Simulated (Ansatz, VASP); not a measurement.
**Fe: VASP beside Ansatz**

File INCAR:

```
PREC     = Accurate       # precision mode
ENCUT    = 520            # plane-wave cutoff, eV
EDIFF    = 1E-6           # SCF threshold, eV
ISMEAR   = -1             # smearing method
SIGMA    = 0.1            # smearing width, eV
LREAL    = False          # projectors in reciprocal space
LASPH    = True           # aspherical terms in the spheres
NELM     = 80             # most SCF steps
ALGO     = Normal         # electronic algorithm
ISIF     = 2              # what is computed and relaxed
LWAVE    = False          # write WAVECAR
LCHARG   = False          # write CHGCAR
GGA      = RP             # functional
NBANDS   = 19             # bands
```

KPOINTS

```
Automatic mesh
0
Gamma
  11 11 14
```

The input POSCAR:

```
Fe
1.0
    3.8865201974      0.0000000000      0.0000000000
   -1.9432600987      3.3658252233      0.0000000000
    0.0000000000      0.0000000000      2.4429500160
Fe
3
Direct
    0.0000000000      0.0000000000      0.0000000000
    0.3333333333      0.6666666667      0.5000000000
    0.6666666667      0.3333333333      0.5000000000
```

Input for Ansatz:

```yaml
crystal:
  lattice:
    - [3.8865201974, 0.0, 0.0]
    - [-1.9432600987, 3.3658252233, 0.0]
    - [0.0, 0.0, 2.442950016]
  atoms:
    - { symbol: Fe, position: [0.0, 0.0, 0.0] }
    - { symbol: Fe, position: [0.3333333333, 0.6666666667, 0.5] }
    - { symbol: Fe, position: [0.6666666667, 0.3333333333, 0.5] }
hamiltonian:
  xc: rpbe
  pseudopotentials:
    kind: paw
    azcp:
      Fe: "pseudopotentials/Fe.paw.azcp"
basis:
  ecutwfc: 420
  fft_grid_basis: typed
kpoints:
  mp_grid: { grid: [11, 11, 14], shift: [0, 0, 0] }
magnetization:
  spin_polarized: false
scf:
  occupations: { method: fermi_dirac, width: 0.1 }
  lower_state_search: "off"
output:
  stress: true
```

Alike in both runs: task single point; functional RPBE; k mesh 11 × 11 × 14; occupations fermi-dirac, width 0.1 eV; no spin polarisation.

```csv
,VASP,Ansatz
version,VASP 6.6.1,Ansatz 0.2.0
potentials or method,"VASP PAW PBE potentials, release 64 (Fe), cutoff 520 eV","plane waves (420 eV) with PAW, scalar-relativistic"
valence electrons in the cell,24,48
```

Ansatz gave:

```
pressure (GPa)                                                : 0.0
traceless stress, the component that is largest in VASP (GPa) : -0.24
```

**Question.** Estimate VASP's values.

**Answer.** Pressure (GPa): -0.5; traceless stress, the component that is largest in VASP (GPa): -0.17.

VASP's potentials were made for PBE, not for RPBE. With one functional, cell and mesh, what is left measures potentials, basis and numerics. VASP's potentials hold 24 valence electrons a cell and Ansatz's 48, so a difference there can come from the potentials and not from the codes.
